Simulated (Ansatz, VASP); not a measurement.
## Two plane-wave programs on CdAg2F6

```
CELL_PARAMETERS angstrom
0.00000 4.04823 4.04823
4.04823 0.00000 4.04823
4.04823 4.04823 0.00000
ATOMIC_POSITIONS crystal
Cd 0.00000 0.00000 0.00000
Ag 0.25000 0.25000 0.25000
Ag 0.75000 0.75000 0.75000
F 0.74319 0.25681 0.25681
F 0.25681 0.74319 0.74319
F 0.25681 0.74319 0.25681
F 0.74319 0.25681 0.74319
F 0.25681 0.25681 0.74319
F 0.74319 0.74319 0.25681
```

Change from the starting cell: ordered vacancies on the cation sites of perovskite (Fm-3m, No. 225).

Alike in both runs: functional PBE; k mesh 8 × 8 × 8; occupations gaussian, width 0.1 eV; collinear spin.

Ansatz relaxed the structure, and its values are those at the end. VASP's run is a single point on that final structure, the one shown.

```csv
,VASP,Ansatz
version,VASP 6.6.1,Ansatz 0.2.0
potentials or method,"VASP PAW PBE potentials, release 64 (Cd, Ag, F), cutoff 520 eV","scalar-relativistic, plane waves, PAW"
valence electrons in the cell,76,100
```

|  | VASP | Ansatz | Ansatz less VASP |
| --- | --- | --- | --- |
| gap on the k mesh at the Fermi level (eV) | none | none | - |
| pressure (GPa) | 0.6 | 0.0 | -0.63 |
| rms of the force components (eV/Å) | 0.091 | 0.000 | -0.0912 |
| net moment per atom (μB) | 0.22 | 0.22 | +0.001 |
| size of the moment on the site where the two differ most (μB) | 0.27 | 0.30 | +0.032 |

Site moments also hang on the region over which each program counts them. A gap of «none» marks a metal or a gap that the smearing closes. VASP's potentials hold 76 valence electrons a cell and Ansatz's 100, so a difference there can come from the potentials and not from the codes.
